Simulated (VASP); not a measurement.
A run of VASP 6.6.1 is set up as follows.

POSCAR

```
CaMgF4
1.0
    1.8490125519      1.0675278960      5.8464648200
   -1.8490125519      1.0675278960      5.8464648200
    0.0000000000     -2.1350557877      5.8464648208
Ca Mg F
1 1 4
Direct
    0.0000000000      0.0000000000      0.0000000000
    0.5000000000      0.5000000000      0.5000000000
    0.6176021910      0.6176021910      0.6176021910
    0.8681137008      0.8681137008      0.8681137008
    0.1318862992      0.1318862992      0.1318862992
    0.3823978090      0.3823978090      0.3823978090
```

The input INCAR.step1:

```
ALGO     = Normal         # electronic algorithm
EDIFF    = 1E-4           # SCF threshold, eV
ENCUT    = 520            # plane-wave cutoff, eV
GGA      = PE             # functional
ISMEAR   = -1             # smearing method
LASPH    = T              # aspherical terms in the spheres
LCHARG   = F              # write CHGCAR
LREAL    = F              # projectors in reciprocal space
LWAVE    = T              # write WAVECAR
NBANDS   = 29             # bands
NELM     = 60             # most SCF steps
PREC     = Accurate       # precision mode
SIGMA    = 0.03           # smearing width, eV
```

File INCAR.step2:

```
ALGO     = Normal         # electronic algorithm
BPARAM   = 11.95        
CPARAM   = 0.0093       
EDIFF    = 1E-7           # SCF threshold, eV
ENCUT    = 520            # plane-wave cutoff, eV
ISIF     = 2              # what is computed and relaxed
ISMEAR   = -1             # smearing method
ISTART   = 1            
IVDW_NL  = 2            
LASPH    = T              # aspherical terms in the spheres
LCHARG   = F              # write CHGCAR
LMIXTAU  = T            
LREAL    = F              # projectors in reciprocal space
LUSE_VDW = T            
LWAVE    = F              # write WAVECAR
METAGGA  = R2SCAN         # meta-GGA
NBANDS   = 29             # bands
NELM     = 60             # most SCF steps
PREC     = Accurate       # precision mode
SIGMA    = 0.03           # smearing width, eV
```

KPOINTS

```
k-points
0
Gamma
  10 10 10
```

Potentials or basis: VASP PAW PBE potentials, release 64 (Ca_sv, Mg, F).

Launch:

```sh
$ cat potpaw_PBE.64/Ca_sv/POTCAR potpaw_PBE.64/Mg/POTCAR potpaw_PBE.64/F/POTCAR > POTCAR
$ cp INCAR.step1 INCAR
$ mpirun -np 1 vasp_std > vasp.out
$ cp INCAR.step2 INCAR
$ mpirun -np 1 vasp_std > vasp.out
```

(1) What does it give for the band gap on the k mesh?

(2) Estimate the largest force.

Results:

(1) 7.26 eV (least direct gap 7.79 eV).

(2) 0.088 eV/Å.

Caveat: the PAW data sets were made with another functional, which shifts forces and pressure a little.
